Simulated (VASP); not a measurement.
# MoS (Pm-3m) in VASP: a series of runs

MoS is run at these levels: PBE+U; tasks: single point.

Everything below comes from runs of VASP 6.6.1. Logs are shortened: lines on timing, memory, paths and dates and some standing lists are left out, and cuts for length are marked.

### Step 1. The cell of the first run

The structure is cubic, space group Pm-3m (No. 221). Conventional cell: a = 2.891 Å, b = 2.891 Å, c = 2.891 Å, α = 90.00°, β = 90.00°, γ = 90.00°. Mo (site symmetry m-3m) has 8 S at 2.50 Å and 6 Mo at 2.89 Å within 3.3 Å. Within 3.3 Å of S (site symmetry m-3m) lie 8 Mo at 2.50 Å and 6 S at 2.89 Å.

### Step 2. Single point, PBE+U

Contents of INCAR:

```
PREC     = Accurate       # precision mode
ENCUT    = 520            # plane-wave cutoff, eV
EDIFF    = 1E-6           # SCF threshold, eV
ISMEAR   = 0              # smearing method
SIGMA    = 0.1            # smearing width, eV
LREAL    = F              # projectors in reciprocal space
LASPH    = T              # aspherical terms in the spheres
NELM     = 150            # most SCF steps
ALGO     = Normal         # electronic algorithm
ISIF     = 2              # what is computed and relaxed
LWAVE    = F              # write WAVECAR
LCHARG   = T              # write CHGCAR
LMAXMIX  = 4              # l up to which the mixer works
LDAU     = T              # DFT+U
LDAUTYPE = 2            
LDAUL    = 2 -1           # shell
LDAUU    = 4.38 0         # U, eV
LDAUJ    = 0 0          
LDAUPRINT= 1            
GGA      = PE             # functional
LELF     = T              # ELF
LVHAR    = T            
NBANDS   = 17             # bands
```

Contents of KPOINTS:

```
regular mesh
0
Gamma
  14 14 14
```

Contents of POSCAR:

```
MoS
1.0
    2.8908921087      0.0000000000      0.0000000000
    0.0000000000      2.8908921087      0.0000000000
    0.0000000000      0.0000000000      2.8908921087
Mo S
1 1
Direct
    0.0000000000      0.0000000000      0.0000000000
    0.5000000000      0.5000000000      0.5000000000
```

Potentials or basis: VASP PAW PBE potentials, release 64 (Mo_sv, S).

Command:

```console
cat potpaw_PBE.64/Mo_sv/POTCAR potpaw_PBE.64/S/POTCAR > POTCAR
mpirun -np 1 vasp_std > vasp.out
```

OUTCAR:

```text
PREC = Accurate
   ENCUT = 520
   EDIFF = 1E-6
   ISMEAR = 0
   LREAL = F
   LASPH = T
   NELM = 150
   ISIF = 2
   GGA = PE

 ion  position               nearest neighbor table
   1  0.000  0.000  0.000-   2 2.50   2 2.50   2 2.50   2 2.50   2 2.50   2 2.50   2 2.50   2 2.50

   2  0.500  0.500  0.500-   1 2.50   1 2.50   1 2.50   1 2.50   1 2.50   1 2.50   1 2.50   1 2.50

  LATTYP: Found a simple cubic cell.
 ALAT       =     2.8908921087

  Lattice vectors:

 A1 = (   2.8908921087,   0.0000000000,   0.0000000000)
 A2 = (   0.0000000000,   2.8908921087,   0.0000000000)
 A3 = (   0.0000000000,   0.0000000000,   2.8908921087)

Analysis of symmetry for initial positions (statically):
=====================================================================
 Subroutine PRICEL returns:
 Original cell was already a primitive cell.

 Routine SETGRP: Setting up the symmetry group for a
 simple cubic supercell.

 Subroutine GETGRP returns: Found 48 space group operations
 (whereof 48 operations were pure point group operations)
 out of a pool of 48 trial point group operations.

The static configuration has the point symmetry O_h .

Analysis of symmetry for dynamics (positions and initial velocities):
=====================================================================
 Subroutine PRICEL returns:
 Original cell was already a primitive cell.

 Routine SETGRP: Setting up the symmetry group for a
 simple cubic supercell.

 Subroutine GETGRP returns: Found 48 space group operations
 (whereof 48 operations were pure point group operations)
 out of a pool of 48 trial point group operations.

The dynamic configuration has the point symmetry O_h .

 Subroutine INISYM returns: Found 48 space group operations
 (whereof 48 operations are pure point group operations),
 and found     1 'primitive' translations

----------------------------------------------------------------------------------------

                                     Primitive cell

  volume of cell :      24.1599

  direct lattice vectors                    reciprocal lattice vectors
     2.890892109  0.000000000  0.000000000     0.345913982  0.000000000  0.000000000
     0.000000000  2.890892109  0.000000000     0.000000000  0.345913982  0.000000000
     0.000000000  0.000000000  2.890892109     0.000000000  0.000000000  0.345913982

  length of vectors
     2.890892109  2.890892109  2.890892109     0.345913982  0.345913982  0.345913982

  position of ions in fractional coordinates (direct lattice)
     0.000000000  0.000000000  0.000000000
     0.500000000  0.500000000  0.500000000

  ion indices of the primitive-cell ions
   primitive index   ion index
                 1           1
                 2           2

----------------------------------------------------------------------------------------

 KPOINTS: regular mesh

Automatic generation of k-mesh.
 Grid dimensions read from file:
 generate k-points for:   14   14   14

 Generating k-lattice:

  Cartesian coordinates                     Fractional coordinates (reciprocal lattice)
     0.024708142  0.000000000  0.000000000     0.071428571  0.000000000  0.000000000
     0.000000000  0.024708142  0.000000000     0.000000000  0.071428571  0.000000000
     0.000000000  0.000000000  0.024708142     0.000000000  0.000000000  0.071428571

  Length of vectors
     0.024708142  0.024708142  0.024708142

  Shift w.r.t. Gamma in fractional coordinates (k-lattice)
     0.000000000  0.000000000  0.000000000

 Subroutine IBZKPT returns following result:
 ===========================================

 Found    120 irreducible k-points:

 Following reciprocal coordinates:
            Coordinates               Weight
  0.000000  0.000000  0.000000      1.000000
  0.071429  0.000000  0.000000      6.000000
  0.142857  0.000000  0.000000      6.000000
  0.214286  0.000000  0.000000      6.000000
  0.285714  0.000000  0.000000      6.000000
  0.357143  0.000000  0.000000      6.000000
[... 16 lines left out ...]
  0.285714  0.214286  0.000000     24.000000
  0.357143  0.214286  0.000000     24.000000
 [... further k-points ...]
   k-points           NKPTS =    120   k-points in BZ     NKDIM =    120   number of bands    NBANDS=     17
   number of dos      NEDOS =    301   number of ions     NIONS =      2
   total plane-waves  NPLWV =  13824
   dimension x,y,z NGX =    24 NGY =   24 NGZ =   24
   dimension x,y,z NGXF=    48 NGYF=   48 NGZF=   48
   ions per type =               1   1
   NGX,Y,Z   is equivalent  to a cutoff of  13.80, 13.80, 13.80 a.u.
   NGXF,Y,Z  is equivalent  to a cutoff of  27.60, 27.60, 27.60 a.u.
 SYSTEM =  unknown system
   PREC   = accura    normal or accurate (medium, high low for compatibility)
   ISTART =      0    job   : 0-new  1-cont  2-samecut
   ICHARG =      2    charge: 1-file 2-atom 10-const
   ISPIN  =      1    spin polarized calculation?
   LNONCOLLINEAR =      F non collinear calculations
   LSORBIT =      F    spin-orbit coupling
   LASPH  =      T    aspherical Exc in radial PAW
   ENCUT  =  520.0 eV  38.22 Ry    6.18 a.u.   5.38  5.38  5.38*2*pi/ulx,y,z
   NELM   =    150;   NELMIN=  2; NELMDL= -5     # of ELM steps
   EDIFF  = 0.1E-05   stopping-criterion for ELM
   LREAL  =      F    real-space projection
[... 7 lines left out ...]
   TEBEG  =    0.0;   TEEND  =   0.0 temperature during run
   PSTRESS=    0.0 pullay stress
   NELECT =      20.0000    total number of electrons
   NUPDOWN=      -1.0000    fix difference up-down
   EMIN   =  10.00;   EMAX   =-10.00  energy-range for DOS
   EFERMI =   0.00;   METHOD = LEGACY
   ISMEAR =     0;   SIGMA  =   0.10  broadening in eV -4-tet -1-fermi 0-gaus
   EFERMI_NEDOS =   21; number of points for ismear=-14 and -15
   IALGO  =     38    algorithm
   IMIX   =      4    mixing-type and parameters
     AMIX     =   0.40;   BMIX     =  1.00
     AMIX_MAG =   1.60;   BMIX_MAG =  1.00
  volume/ion in A,a.u.               =      12.08        81.52
  Fermi-wavevector in a.u.,A,eV,Ry     =   1.537162  2.904815 32.148753  2.362867
  Thomas-Fermi vector in A             =   2.643709
   LORBIT       =      0    0 simple, 1 ext, 2 COOP (PROOUT), +10 PAW based schemes
 LDA+U is selected, type is set to LDAUTYPE =  2
   angular momentum for each species LDAUL =     2   -1
   U (eV)           for each species LDAUU =   4.4  0.0
   J (eV)           for each species LDAUJ =   0.0  0.0
   GGA     = PE    functional components
   LHFCALC =     F    Hartree Fock is set to
   AEXX    =    0.0000 exact exchange contribution
   IVDW    =     0    specifies the selected vdW correction
   LEPSILON=     F    determine dielectric tensor
   LRPA    =     F    only Hartree local field effects (RPA)
 non-spin polarized calculation
 Gauss-broadening in eV      SIGMA  =   0.10
  energy-cutoff  :      520.00
  volume of cell :       24.16
 maximum number of plane-waves:       672
 NGX is ok and might be reduce to    24
   NGX = 11   NGY = 11   NGZ = 11

atom =   1  type =  1  l = 2

 onsite density matrix

spin component  1

  0.3792 -0.0000  0.0000  0.0000 -0.0000
 -0.0000  0.3792 -0.0000 -0.0000  0.0000
  0.0000 -0.0000  0.4857 -0.0000 -0.0000
  0.0000 -0.0000 -0.0000  0.3792 -0.0000
 -0.0000  0.0000 -0.0000 -0.0000  0.4857

spin component  2

  0.3792 -0.0000  0.0000  0.0000 -0.0000
 -0.0000  0.3792 -0.0000 -0.0000  0.0000
  0.0000 -0.0000  0.4857 -0.0000 -0.0000
  0.0000 -0.0000 -0.0000  0.3792 -0.0000
 -0.0000  0.0000 -0.0000 -0.0000  0.4857

 occupancies and eigenvectors

  o =  0.3792  v =  1.0000  0.0000  0.0000  0.0000  0.0000  0.0000  0.0000  0.0000  0.0000  0.0000      0.0000  0.0000  0.0000  0.0000  0.0000  0.0000  0.0000  0.0000  0.0000  0.0000
  o =  0.3792  v =  0.0000  0.0000  0.0000  0.0000  0.0000  1.0000  0.0000  0.0000  0.0000  0.0000      0.0000  0.0000  0.0000  0.0000  0.0000  0.0000  0.0000  0.0000  0.0000  0.0000
  o =  0.3792  v =  0.0000 -0.0475  0.0000  0.9989  0.0000  0.0000  0.0000  0.0000  0.0000  0.0000      0.0000  0.0000  0.0000  0.0000  0.0000  0.0000  0.0000  0.0000  0.0000  0.0000
  o =  0.3792  v =  0.0000  0.0000  0.0000  0.0000  0.0000  0.0000 -0.0475  0.0000  0.9989  0.0000      0.0000  0.0000  0.0000  0.0000  0.0000  0.0000  0.0000  0.0000  0.0000  0.0000
  o =  0.3792  v =  0.0000  0.9989  0.0000  0.0475 -0.0000  0.0000  0.0000  0.0000  0.0000  0.0000      0.0000  0.0000  0.0000  0.0000  0.0000  0.0000  0.0000  0.0000  0.0000  0.0000
  o =  0.3792  v =  0.0000  0.0000  0.0000  0.0000  0.0000  0.0000  0.9989  0.0000  0.0475 -0.0000      0.0000  0.0000  0.0000  0.0000  0.0000  0.0000  0.0000  0.0000  0.0000  0.0000
  o =  0.4857  v =  0.0000 -0.0000 -0.0031  0.0000 -1.0000  0.0000  0.0000  0.0000  0.0000  0.0000      0.0000  0.0000  0.0000  0.0000  0.0000  0.0000  0.0000  0.0000  0.0000  0.0000
  o =  0.4857  v =  0.0000  0.0000  0.0000  0.0000  0.0000  0.0000 -0.0000 -0.0031  0.0000 -1.0000      0.0000  0.0000  0.0000  0.0000  0.0000  0.0000  0.0000  0.0000  0.0000  0.0000
  o =  0.4857  v =  0.0000  0.0000  0.0000  0.0000  0.0000  0.0000  0.0000 -1.0000 -0.0000  0.0031      0.0000  0.0000  0.0000  0.0000  0.0000  0.0000  0.0000  0.0000  0.0000  0.0000
  o =  0.4857  v =  0.0000  0.0000 -1.0000 -0.0000  0.0031  0.0000  0.0000  0.0000  0.0000  0.0000      0.0000  0.0000  0.0000  0.0000  0.0000  0.0000  0.0000  0.0000  0.0000  0.0000

 number of electron      20.0000000 magnetization

 Free energy of the ion-electron system (eV)
  ---------------------------------------------------
  ext. energy  EPLUGINS =         0.00000000
  ---------------------------------------------------
  free energy    TOTEN  =        -9.74284524 eV

  energy without entropy =       -9.73582637  energy(sigma->0) =       -9.73933580

 E-fermi :  15.2924     XC(G=0): -13.7147

 val. band max:       15.2758290280   @ k =   0.3571   0.2857   0.2143
 cond. band min:      15.3036431466   @ k =   0.5000   0.2143   0.2143
 fundamental gap:      0.0278141187
 Fermi energy:        15.2923528131

 k-point     1 :       0.0000    0.0000    0.0000
  band No.  band energies     occupation
      1     -46.3281      2.00000
      2     -20.2064      2.00000
      3     -20.2064      2.00000
      4     -20.2064      2.00000
      5      -2.6423      2.00000
      6      10.0918      2.00000
[... 9 lines left out ...]
     16      24.7578      0.00000
     17      32.9733      0.00000
[... 441 lines left out ...]
 k-point    24 :       0.3571    0.2143    0.0000
  band No.  band energies     occupation
      1     -46.2500      2.00000
      2     -20.7351      2.00000
      3     -20.4092      2.00000
      4     -20.1260      2.00000
      5      -0.5030      2.00000
      6       6.6190      2.00000
[... 9 lines left out ...]
     16      26.0165      0.00000
     17      26.5550      0.00000

 [... further k-points ...]

------------------------ aborting loop because EDIFF is reached ----------------------------------------

  FORCE on cell =-STRESS in cart. coord.  units (eV):
  Direction    XX          YY          ZZ          XY          YZ          ZX
  --------------------------------------------------------------------------------------
  -------------------------------------------------------------------------------------
  Total        5.8318985      5.8318985      5.8318985     -0.0000000     -0.0000000      0.0000000
  in kB      386.7451582    386.7451582    386.7451582     -0.0000000     -0.0000000      0.0000000
  external PRESSURE =     386.7451582 kB  Pullay stress =       0.0000000 kB

 VOLUME and BASIS-vectors are now :
 -----------------------------------------------------------------------------
  energy-cutoff  :      520.00
  volume of cell :       24.16
      direct lattice vectors                 reciprocal lattice vectors
     2.890892109  0.000000000  0.000000000     0.345913982  0.000000000  0.000000000
     0.000000000  2.890892109  0.000000000     0.000000000  0.345913982  0.000000000
     0.000000000  0.000000000  2.890892109     0.000000000  0.000000000  0.345913982

 POSITION                                       TOTAL-FORCE (eV/Angst)
 -----------------------------------------------------------------------------------
      0.00000      0.00000      0.00000         0.000000      0.000000      0.000000
      1.44545      1.44545      1.44545         0.000000      0.000000      0.000000
 -----------------------------------------------------------------------------------
    total drift:                                0.000000      0.000000      0.000000

  FREE ENERGIE OF THE ION-ELECTRON SYSTEM (eV)
  ---------------------------------------------------
  free  energy   TOTEN  =        -9.7428452428 eV

  energy  without entropy=       -9.7358263664  energy(sigma->0) =       -9.73933580
```

Wall time 24 s (1 thread of AMD EPYC 9R45 (Zen 5), shared host); peak memory 0.14 GiB.

What came out:

| Property | Result |
| --- | --- |
| Free energy | -9.7428 eV |
| Pressure | 38.7 GPa |
| Band gap on the k mesh | zero (bands 10 and 11 overlap by 4.39 eV) |

Levels at points of the mesh, in eV from the Fermi level:
```
           k point  band 7  band 8  band 9  band 10  band 11  band 12  band 13  band 14
(0.00, 0.00, 0.00)   -5.20   -2.61   -2.61    -2.61     1.03     1.03     1.03     5.73
(0.50, 0.00, 0.00)   -4.77   -4.77   -3.79     1.69     2.41     3.99     5.05     5.05
(0.50, 0.50, 0.00)   -7.25   -4.33   -1.38    -1.38    -1.25     0.95     2.97     6.26
(0.50, 0.50, 0.50)   -9.41   -9.41    3.14     3.14     3.22     3.22     3.22     5.95
```

Eigenvalues of the final occupation matrices:
```tsv
site	spin	trace	eigenvalues
site 1 d	1	2.11	0.38 0.38 0.38 0.49 0.49
site 1 d	2	2.11	0.38 0.38 0.38 0.49 0.49
```

Caveat: the cell stands under pressure; U without spin polarisation on a metal has little footing.

### Step 3. Single point, PBE+U

This run uses another cell than the first one, of 12.99 Å³/atom.

Contents of INCAR:

```
SYSTEM = MoS
ALGO     = Normal         ! electronic algorithm
EDIFF    = 1E-6           ! SCF threshold, eV
ENCUT    = 520            ! plane-wave cutoff, eV
GGA      = PE             ! functional
ISIF     = 2              ! what is computed and relaxed
ISMEAR   = 0              ! smearing method
LASPH    = .True.         ! aspherical terms in the spheres
LCHARG   = .False.        ! write CHGCAR
LDAU     = .True.         ! DFT+U
LDAUJ    = 0 0          
LDAUL    = 2 -1           ! shell
LDAUPRINT= 1            
LDAUTYPE = 2            
LDAUU    = 4.38 0         ! U, eV
LMAXMIX  = 4              ! l up to which the mixer works
LREAL    = .False.        ! projectors in reciprocal space
LWAVE    = .False.        ! write WAVECAR
NBANDS   = 17             ! bands
NELM     = 150            ! most SCF steps
PREC     = Accurate       ! precision mode
SIGMA    = 0.1            ! smearing width, eV
```

Contents of KPOINTS:

```
k-points
0
Gamma
  14 14 14
  0 0 0
```

Contents of POSCAR:

```
MoS
1.0
    2.9614293190      0.0000000000      0.0000000000
    0.0000000000      2.9614293190      0.0000000000
    0.0000000000      0.0000000000      2.9614293190
Mo S
1 1
Direct
    0.0000000000      0.0000000000      0.0000000000
    0.5000000000      0.5000000000      0.5000000000
```

Potentials or basis: VASP PAW PBE potentials, release 64 (Mo_sv, S).

Command:

```console
cat potpaw_PBE.64/Mo_sv/POTCAR potpaw_PBE.64/S/POTCAR > POTCAR
mpirun -np 1 vasp_std > vasp.out
```

It took 20 s on 1 thread of AMD EPYC 9R45 (Zen 5), shared host; peak memory 0.14 GiB.

Results (log left out):

* Free energy: -10.0452 eV
* Pressure: 16.0 GPa
* Band gap on the k mesh: zero (bands 10 and 11 overlap by 3.87 eV)

Levels at points of the mesh, in eV from the Fermi level:
```tsv
k point	band 8	band 9	band 10	band 11	band 12	band 13
(0.00, 0.00, 0.00)	-2.61	-2.61	-2.61	0.99	0.99	0.99
(0.50, 0.00, 0.00)	-4.46	-3.49	1.56	2.05	4.34	4.51
(0.50, 0.50, 0.00)	-4.03	-1.30	-1.15	-1.15	0.68	2.57
(0.50, 0.50, 0.50)	-8.74	2.72	2.72	3.04	3.04	3.04
```

Eigenvalues of the final occupation matrices:
| site | spin | trace | eigenvalues |
| --- | --- | --- | --- |
| site 1 d | 1 | 2.04 | 0.36 0.36 0.36 0.48 0.48 |
| site 1 d | 2 | 2.04 | 0.36 0.36 0.36 0.48 0.48 |

Caveat: the cell stands under pressure; U without spin polarisation on a metal has little footing.
